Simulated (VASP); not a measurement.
# LiC18 in VASP: notebook

LiC18 is run at these levels: PBEsol; tasks: single point.

Program: VASP 6.6.1. These are calculated values, not measurements. Logs are shortened: lines on timing, memory, paths and dates and some standing lists are left out, and cuts for length are marked.

### Step 1. The cell of the first run

The cell holds a slab with vacuum, 19 atoms: a = 7.398 Å, b = 7.398 Å, c = 13.000 Å, α = 90.00°, β = 90.00°, γ = 120.00°.

### Step 2. Single point, PBEsol, collinear spin, zero start

The input, INCAR:

```
SYSTEM = LiC18
PREC = Accurate ; ENCUT = 520
EDIFF = 1E-6 ; ISMEAR = 0
SIGMA = 0.02 ; LREAL = Auto
LASPH = .True. ; NELM = 150
ALGO = Normal ; ISIF = 2
LWAVE = .False. ; LCHARG = .False.
ISPIN = 2 ; MAGMOM = 0 0 0 0 0 0 0 0 0 0 0 0 0 0 0 0 0 0 0
LORBIT = 11 ; GGA = PS
NBANDS = 56
```

The input, KPOINTS:

```
Automatic mesh
0
Gamma
  2 2 1
  0 0 0
```

The input, POSCAR:

```
LiC18
1.0
    7.3980000000      0.0000000000      0.0000000000
   -3.6990000000      6.4068560000      0.0000000000
    0.0000000000      0.0000000000     13.0000000000
C Li
18 1
Direct
   -0.0050733979     -0.0016153009      0.0796232308
    0.2166919576      0.1087361726      0.0778505385
   -0.0049671034      0.3307700376      0.0787856154
    0.2167998573      0.4424248024      0.0782929231
   -0.0046919251      0.6648340465      0.0800656923
    0.2174388456      0.7758722843      0.0796213077
    0.3277926829     -0.0023613766      0.0778485385
    0.5495974784      0.1076415640      0.0764625385
    0.3266903850      0.3305391911      0.0764565385
    0.5487947658      0.4415487097      0.0738501538
    0.3280079224      0.6646130333      0.0786339231
    0.5498230761      0.7759843518      0.0787790769
    0.6614777846     -0.0022496213      0.0783034615
    0.8836681133      0.1089553129      0.0786468462
    0.6606029677      0.3297447297      0.0738816154
    0.8838503133      0.4418220107      0.0779336923
    0.6608766408      0.6647992401      0.0779185385
    0.8838882861      0.7762515655      0.0800650769
    0.7171675671      0.4981196706      0.2104423846
```

Potentials or basis: VASP PAW PBE potentials, release 64 (C, Li_sv).

Launch:

```bash
cat potpaw_PBE.64/C/POTCAR potpaw_PBE.64/Li_sv/POTCAR > POTCAR
mpirun -np 1 vasp_std > vasp.out
```

OUTCAR:

```text
SYSTEM = LiC18
   PREC = Accurate
   ENCUT = 520
   EDIFF = 1E-6
   ISMEAR = 0
   LREAL = Auto
   LASPH = .True.
   NELM = 150
   ISIF = 2
   ISPIN = 2
   LORBIT = 11
   GGA = PS

 ion  position               nearest neighbor table
   1  0.995  0.998  0.080-   2 1.42  14 1.42  18 1.42
   2  0.217  0.109  0.078-   1 1.42   9 1.42   7 1.42
   3  0.995  0.331  0.079-   4 1.42  14 1.42  16 1.42
   4  0.217  0.442  0.078-   3 1.42   9 1.42  11 1.42
   5  0.995  0.665  0.080-   6 1.42  18 1.43  16 1.43
   6  0.217  0.776  0.080-   7 1.42  11 1.42   5 1.42
   7  0.328  0.998  0.078-   6 1.42   8 1.42   2 1.42
   8  0.550  0.108  0.076-  13 1.42   7 1.42  15 1.42
   9  0.327  0.331  0.076-   4 1.42   2 1.42  10 1.42
  10  0.549  0.442  0.074-   9 1.42  17 1.43  15 1.43  19 2.09
  11  0.328  0.665  0.079-  12 1.42   6 1.42   4 1.42
  12  0.550  0.776  0.079-  13 1.42  11 1.42  17 1.42
  13  0.661  0.998  0.078-  12 1.42   8 1.42  14 1.42
  14  0.884  0.109  0.079-   3 1.42   1 1.42  13 1.42
  15  0.661  0.330  0.074-   8 1.42  16 1.43  10 1.43  19 2.09
  16  0.884  0.442  0.078-   3 1.42   5 1.43  15 1.43  19 2.27
  17  0.661  0.665  0.078-  12 1.42  18 1.43  10 1.43  19 2.27
  18  0.884  0.776  0.080-   1 1.42   5 1.43  17 1.43
  19  0.717  0.498  0.210-  15 2.09  10 2.09  16 2.27  17 2.27

  LATTYP: Found a hexagonal cell.
 ALAT       =     7.3980000000
 C/A-ratio  =     1.7572316842

  Lattice vectors:

 A1 = (   7.3980000000,   0.0000000000,   0.0000000000)
 A2 = (  -3.6990000000,   6.4068560000,   0.0000000000)
 A3 = (   0.0000000000,   0.0000000000,  13.0000000000)

Analysis of symmetry for initial positions (statically):
=====================================================================
 Subroutine PRICEL returns:
 Original cell was already a primitive cell.

 Routine SETGRP: Setting up the symmetry group for a
 hexagonal supercell.

 Subroutine GETGRP returns: Found  1 space group operations
 (whereof  1 operations were pure point group operations)
 out of a pool of 24 trial point group operations.

The static configuration has the point symmetry C_1 .

Analysis of symmetry for dynamics (positions and initial velocities):
=====================================================================
 Subroutine PRICEL returns:
 Original cell was already a primitive cell.

 Routine SETGRP: Setting up the symmetry group for a
 hexagonal supercell.

 Subroutine GETGRP returns: Found  1 space group operations
 (whereof  1 operations were pure point group operations)
 out of a pool of 24 trial point group operations.

The dynamic configuration has the point symmetry C_1 .

Analysis of structural, dynamic, and magnetic symmetry:
=====================================================================
 Subroutine PRICEL returns:
 Original cell was already a primitive cell.

 Routine SETGRP: Setting up the symmetry group for a
 hexagonal supercell.

 Subroutine GETGRP returns: Found  1 space group operations
 (whereof  1 operations were pure point group operations)
 out of a pool of 24 trial point group operations.

The overall configuration has the point symmetry C_1 .

 Subroutine INISYM returns: Found  1 space group operations
 (whereof  1 operations are pure point group operations),
 and found     1 'primitive' translations

----------------------------------------------------------------------------------------

                                     Primitive cell

  volume of cell :     616.1730

  direct lattice vectors                    reciprocal lattice vectors
     7.398000000  0.000000000  0.000000000     0.135171668  0.078041398  0.000000000
    -3.699000000  6.406856000  0.000000000     0.000000000  0.156082796  0.000000000
     0.000000000  0.000000000 13.000000000     0.000000000  0.000000000  0.076923077

  length of vectors
     7.398000000  7.398000054 13.000000000     0.156082797  0.156082796  0.076923077

  position of ions in fractional coordinates (direct lattice)
     0.994926602  0.998384699  0.079623231
     0.216691958  0.108736173  0.077850539
     0.995032897  0.330770038  0.078785615
     0.216799857  0.442424802  0.078292923
     0.995308075  0.664834046  0.080065692
     0.217438846  0.775872284  0.079621308
[... 11 lines left out ...]
     0.883888286  0.776251565  0.080065077
     0.717167567  0.498119671  0.210442385

  ion indices of the primitive-cell ions
   primitive index   ion index
                 1           1
                 2           2
                 3           3
                 4           4
                 5           5
                 6           6
[... 11 lines left out ...]
                18          18
                19          19

----------------------------------------------------------------------------------------

 KPOINTS: Automatic mesh

Automatic generation of k-mesh.
 Grid dimensions read from file:
 generate k-points for:    2    2    1

 Generating k-lattice:

  Cartesian coordinates                     Fractional coordinates (reciprocal lattice)
     0.067585834  0.039020699  0.000000000     0.500000000 -0.000000000  0.000000000
     0.000000000  0.078041398  0.000000000     0.000000000  0.500000000  0.000000000
     0.000000000  0.000000000  0.076923077     0.000000000  0.000000000  1.000000000

  Length of vectors
     0.078041399  0.078041398  0.076923077

  Shift w.r.t. Gamma in fractional coordinates (k-lattice)
     0.000000000  0.000000000  0.000000000

 Subroutine IBZKPT returns following result:
 ===========================================

 Found      4 irreducible k-points:

 Following reciprocal coordinates:
            Coordinates               Weight
  0.000000  0.000000  0.000000      1.000000
  0.500000  0.000000  0.000000      1.000000
  0.000000  0.500000  0.000000      1.000000
  0.500000  0.500000  0.000000      1.000000
   k-points           NKPTS =      4   k-points in BZ     NKDIM =      4   number of bands    NBANDS=     56
   number of dos      NEDOS =    301   number of ions     NIONS =     19
   total plane-waves  NPLWV = 307328
   dimension x,y,z NGX =    56 NGY =   56 NGZ =   98
   dimension x,y,z NGXF=   112 NGYF=  112 NGZF=  196
   ions per type =              18   1
   NGX,Y,Z   is equivalent  to a cutoff of  12.58, 12.58, 12.53 a.u.
   NGXF,Y,Z  is equivalent  to a cutoff of  25.17, 25.17, 25.06 a.u.
 SYSTEM =  LiC18
   PREC   = accura    normal or accurate (medium, high low for compatibility)
   ISTART =      0    job   : 0-new  1-cont  2-samecut
   ICHARG =      2    charge: 1-file 2-atom 10-const
   ISPIN  =      2    spin polarized calculation?
   LNONCOLLINEAR =      F non collinear calculations
   LSORBIT =      F    spin-orbit coupling
   LASPH  =      T    aspherical Exc in radial PAW
   ENCUT  =  520.0 eV  38.22 Ry    6.18 a.u.  13.76 13.76 24.17*2*pi/ulx,y,z
   NELM   =    150;   NELMIN=  2; NELMDL= -5     # of ELM steps
   EDIFF  = 0.1E-05   stopping-criterion for ELM
   LREAL  =      T    real-space projection
   EDIFFG = 0.1E-04   stopping-criterion for IOM
   NSW    =      0    number of steps for IOM
   IBRION =     -1    ionic relax: 0-MD 1-quasi-New 2-CG
   NFREE  =      0    steps in history (QN), initial steepest desc. (CG)
   ISIF   =      2    stress and relaxation
   ISYM   =      2    0-nonsym 1-usesym 2-fastsym
   POTIM  = 0.5000    time-step for ionic-motion
   TEBEG  =    0.0;   TEEND  =   0.0 temperature during run
   PSTRESS=    0.0 pullay stress
   NELECT =      75.0000    total number of electrons
   NUPDOWN=      -1.0000    fix difference up-down
   EMIN   =  10.00;   EMAX   =-10.00  energy-range for DOS
   EFERMI =   0.00;   METHOD = LEGACY
   ISMEAR =     0;   SIGMA  =   0.02  broadening in eV -4-tet -1-fermi 0-gaus
   EFERMI_NEDOS =   21; number of points for ismear=-14 and -15
   IALGO  =     38    algorithm
   IMIX   =      4    mixing-type and parameters
     AMIX     =   0.40;   BMIX     =  1.00
     AMIX_MAG =   1.60;   BMIX_MAG =  1.00
  volume/ion in A,a.u.               =      32.43       218.85
  Fermi-wavevector in a.u.,A,eV,Ry     =   0.811324  1.533180  8.955991  0.658247
  Thomas-Fermi vector in A             =   1.920663
   LORBIT       =     11    0 simple, 1 ext, 2 COOP (PROOUT), +10 PAW based schemes
   GGA     = PS    functional components
   LHFCALC =     F    Hartree Fock is set to
   AEXX    =    0.0000 exact exchange contribution
   IVDW    =     0    specifies the selected vdW correction
   LEPSILON=     F    determine dielectric tensor
   LRPA    =     F    only Hartree local field effects (RPA)
 spin polarized calculation
 Gauss-broadening in eV      SIGMA  =   0.02
  energy-cutoff  :      520.00
  volume of cell :      616.17
 maximum number of plane-waves:     16651
 NGX is ok and might be reduce to    56
   NGX = 27   NGY = 27   NGZ = 49

 number of electron      74.9999997 magnetization       0.0000000

 number of electron      74.9999997 magnetization      -0.0000000

 Free energy of the ion-electron system (eV)
  ---------------------------------------------------
  ext. energy  EPLUGINS =         0.00000000
  ---------------------------------------------------
  free energy    TOTEN  =      -175.30964108 eV

  energy without entropy =     -175.30964108  energy(sigma->0) =     -175.30964108

 E-fermi :  -0.9226     XC(G=0):  -3.4172

 val. band max:       -1.0865622409   @ k =   0.0000   0.0000   0.0000
 cond. band min:       0.4422800373   @ k =   0.0000   0.5000   0.0000
 fundamental gap:      1.5288422782
 Fermi energy:        -0.9226431251

 spin component 1

 k-point     1 :       0.0000    0.0000    0.0000
  band No.  band energies     occupation
      1     -48.8910      1.00000
      2     -20.5242      1.00000
      3     -18.0978      1.00000
      4     -17.9783      1.00000
      5     -17.9771      1.00000
      6     -17.8269      1.00000
[... 41 lines left out ...]
     48       3.7502      0.00000
     49       3.8997      0.00000
[... 154 lines left out ...]
     48       3.6422      0.00000
     49       3.7848      0.00000
 Fermi energy:        -0.9226431251

 spin component 2

 k-point     1 :       0.0000    0.0000    0.0000
  band No.  band energies     occupation
      1     -48.8910      1.00000
      2     -20.5242      1.00000
      3     -18.0978      1.00000
      4     -17.9783      1.00000
      5     -17.9771      1.00000
      6     -17.8269      1.00000
[... 41 lines left out ...]
     48       3.7502      0.00000
     49       3.8997      0.00000
[... 154 lines left out ...]
     48       3.6428      0.00000
     49       3.7850      0.00000
 [bands above 49 left out]

------------------------ aborting loop because EDIFF is reached ----------------------------------------

  FORCE on cell =-STRESS in cart. coord.  units (eV):
  Direction    XX          YY          ZZ          XY          YZ          ZX
  --------------------------------------------------------------------------------------
  -------------------------------------------------------------------------------------
  Total        2.0176124      1.9969565     -0.3070322     -0.0197440      0.6630146      0.3770892
  in kB        5.2462101      5.1925005     -0.7983474     -0.0513384      1.7239752      0.9805101
  external PRESSURE =       3.2134544 kB  Pullay stress =       0.0000000 kB

 VOLUME and BASIS-vectors are now :
 -----------------------------------------------------------------------------
  energy-cutoff  :      520.00
  volume of cell :      616.17
      direct lattice vectors                 reciprocal lattice vectors
     7.398000000  0.000000000  0.000000000     0.135171668  0.078041398  0.000000000
    -3.699000000  6.406856000  0.000000000     0.000000000  0.156082796  0.000000000
     0.000000000  0.000000000 13.000000000     0.000000000  0.000000000  0.076923077

 POSITION                                       TOTAL-FORCE (eV/Angst)
 -----------------------------------------------------------------------------------
      3.66744      6.39651      1.03510        -0.013788     -0.019587      0.004790
      1.20087      0.69666      1.01206        -0.011710     -0.016192     -0.002445
      6.13773      2.11920      1.02421        -0.012383     -0.012812     -0.001092
     -0.03264      2.83455      1.01781        -0.016000     -0.016644      0.004132
      4.90407      4.25950      1.04085        -0.005546     -0.020199      0.008313
     -1.26134      4.97090      1.03508        -0.011969     -0.022665      0.007064
[... 11 lines left out ...]
      3.66765      4.97333      1.04085        -0.011647     -0.021865      0.002986
      3.46306      3.19138      2.73575         0.218993      0.384485     -0.050179
 -----------------------------------------------------------------------------------
    total drift:                                0.018215     -0.003914     -0.032185

  FREE ENERGIE OF THE ION-ELECTRON SYSTEM (eV)
  ---------------------------------------------------
  free  energy   TOTEN  =      -175.3096410818 eV

  energy  without entropy=     -175.3096410818  energy(sigma->0) =     -175.30964108

 total charge

# of ion       s       p       d       tot
------------------------------------------
    1        0.856   1.795   0.000   2.651
    2        0.856   1.792   0.000   2.648
    3        0.856   1.794   0.000   2.650
    4        0.856   1.793   0.000   2.649
    5        0.854   1.789   0.000   2.643
    6        0.856   1.795   0.000   2.651
[... 11 lines left out ...]
   18        0.854   1.789   0.000   2.643
   19        2.008   0.057   0.000   2.065
--------------------------------------------------
tot         17.404  32.337   0.000  49.741

 magnetization (x)

# of ion       s       p       d       tot
------------------------------------------
    1        0.000   0.000   0.000   0.000
    2       -0.000   0.000   0.000   0.000
    3       -0.000   0.000   0.000   0.000
    4       -0.000   0.000   0.000  -0.000
    5       -0.000  -0.000   0.000  -0.000
    6        0.000   0.000   0.000   0.000
[... 11 lines left out ...]
   18       -0.000   0.000   0.000  -0.000
   19        0.000   0.000   0.000   0.000
--------------------------------------------------
tot          0.000   0.000   0.000   0.000
```

It took 8 min on 1 thread of Intel Xeon 6975P-C (Granite Rapids), shared host; peak memory 0.91 GiB.

What came out:

* Free energy: -175.3096 eV
* Largest force: 0.445 eV/Å
* Net moment: 0.00 μB per cell
* Valence electrons inside the program's atomic spheres: C 2.65, 2.64; Li 2.06

Forces on the atoms (eV/Å):
```
C   -0.014 -0.020  0.005
C   -0.012 -0.016 -0.002
C   -0.012 -0.013 -0.001
C   -0.016 -0.017  0.004
C   -0.006 -0.020  0.008
C   -0.012 -0.023  0.007
C   -0.011 -0.020  0.002
C   -0.012 -0.020  0.006
C   -0.010 -0.019  0.002
C   -0.018 -0.032  0.015
C   -0.017 -0.022  0.000
C   -0.010 -0.019 -0.003
C   -0.013 -0.019 -0.005
C   -0.013 -0.026 -0.002
C   -0.010 -0.031  0.011
C   -0.005 -0.024  0.003
C   -0.017 -0.021 -0.002
C   -0.012 -0.022  0.003
Li   0.219  0.384 -0.050
```

Caveat: the k points lie up to 0.49 Å⁻¹ apart; the cutoff is under 1.25 times the usual one of these potentials, so pressure, stress and relaxed cells hold a basis-set (Pulay) error; the PAW data sets were made with another functional, which shifts forces and pressure a little.

### Step 3. Single point, PBEsol, collinear spin, zero start

The input, INCAR:

```
  PREC = Accurate
  ENCUT = 520
  EDIFF = 1E-6
  ISMEAR = 0
  SIGMA = 0.02
  LREAL = Auto
  LASPH = True
  NELM = 150
  ALGO = Normal
  ISIF = 2
  LWAVE = False
  LCHARG = False
  ISPIN = 2
  MAGMOM = 0 0 0 0 0 0 0 0 0 0 0 0 0 0 0 0 0 0 0
  LORBIT = 11
  GGA = PS
  NBANDS = 56
```

The input, KPOINTS:

```
regular mesh
0
Gamma
  2 2 1
```

The input, POSCAR:

```
LiC18
1.0
    7.3980000000      0.0000000000      0.0000000000
   -3.6990000000      6.4068560000      0.0000000000
    0.0000000000      0.0000000000     13.0000000000
C Li
18 1
Direct
   -0.0038080769     -0.0006742777      0.0791749231
    0.2180036554      0.1097964431      0.0776363077
   -0.0036783787      0.3320574085      0.0787607692
    0.2181406883      0.4436495841      0.0783273077
   -0.0033301961      0.6661387426      0.0793141538
    0.2186243576      0.7768961875      0.0791723846
    0.3290974175     -0.0012920534      0.0776261538
    0.5511072483      0.1089517230      0.0761267692
    0.3282398636      0.3318054909      0.0761146923
    0.5505481391      0.4431346670      0.0720743846
    0.3294391525      0.6657828738      0.0784395385
    0.5513505146      0.7770346329      0.0787510769
    0.6629405831     -0.0011483011      0.0783407692
    0.8850798235      0.1101445077      0.0784556923
    0.6624295674      0.3312595132      0.0721539231
    0.8853612570      0.4434099970      0.0775729231
    0.6627077044      0.6660699101      0.0775620769
    0.8854350476      0.7773683379      0.0793243846
    0.6633571149      0.4440180956      0.2166104615
```

Potentials or basis: VASP PAW PBE potentials, release 64 (C, Li_sv).

Launch:

```bash
cat potpaw_PBE.64/C/POTCAR potpaw_PBE.64/Li_sv/POTCAR > POTCAR
mpirun -np 1 vasp_std > vasp.out
```

Run time: 7.2 min. Hardware: 1 thread of Intel Xeon 6975P-C (Granite Rapids), shared host; peak memory 0.9 GiB.

It converged, with:

```yaml
Free_energy: -175.1293 eV
Largest_force: 0.357 eV/Å
Net_moment: 0.00 μB per cell
Valence_electrons_inside_the_program's_atomic_spheres: C 2.65, 2.64, 2.66; Li 2.06
```

Forces on the atoms (eV/Å):
```
C   -0.008 -0.017  0.001
C   -0.015 -0.013 -0.011
C   -0.009 -0.008  0.001
C   -0.010 -0.015  0.002
C   -0.006 -0.018  0.011
C   -0.007 -0.017  0.005
C   -0.002 -0.012 -0.005
C   -0.008 -0.021 -0.003
C   -0.011 -0.018 -0.006
C   -0.016 -0.029 -0.005
C   -0.017 -0.017 -0.003
C   -0.004 -0.016  0.000
C   -0.008 -0.014 -0.005
C   -0.008 -0.023 -0.003
C   -0.009 -0.024 -0.030
C   -0.006 -0.014  0.017
C   -0.018 -0.021  0.007
C   -0.013 -0.013  0.008
Li   0.173  0.311  0.019
```

Levels at points of the mesh, in eV from the Fermi level:
Spin up:
```tsv
k point	band 34	band 35	band 36	band 37	band 38	band 39	band 40	band 41
(0.00, 0.00, 0.00)	-3.08	-3.07	-0.34	-0.32	-0.20	-0.19	1.20	3.25
(0.50, 0.00, 0.00)	-3.02	-2.85	-2.84	-2.53	1.27	1.54	2.07	2.25
(0.00, 0.50, 0.00)	-3.02	-2.85	-2.84	-2.53	1.27	1.54	2.07	2.25
(0.50, 0.50, 0.00)	-3.01	-2.89	-2.82	-2.54	1.28	1.62	2.06	2.12
```
Spin down:
```tsv
k point	band 33	band 34	band 35	band 36	band 37	band 38	band 39	band 40	band 41	band 42
(0.00, 0.00, 0.00)	-4.72	-3.08	-3.07	-0.34	-0.32	-0.20	-0.19	1.20	3.25	3.57
(0.50, 0.00, 0.00)	-3.10	-3.02	-2.85	-2.84	-2.53	1.27	1.54	2.07	2.25	2.33
(0.00, 0.50, 0.00)	-3.10	-3.02	-2.85	-2.84	-2.53	1.27	1.54	2.07	2.25	2.33
(0.50, 0.50, 0.00)	-3.10	-3.01	-2.89	-2.82	-2.54	1.28	1.62	2.06	2.12	2.33
```

Caveat: the k points lie up to 0.49 Å⁻¹ apart; the cutoff is under 1.25 times the usual one of these potentials, so pressure, stress and relaxed cells hold a basis-set (Pulay) error; the PAW data sets were made with another functional, which shifts forces and pressure a little.

[end of part 1 of 2]
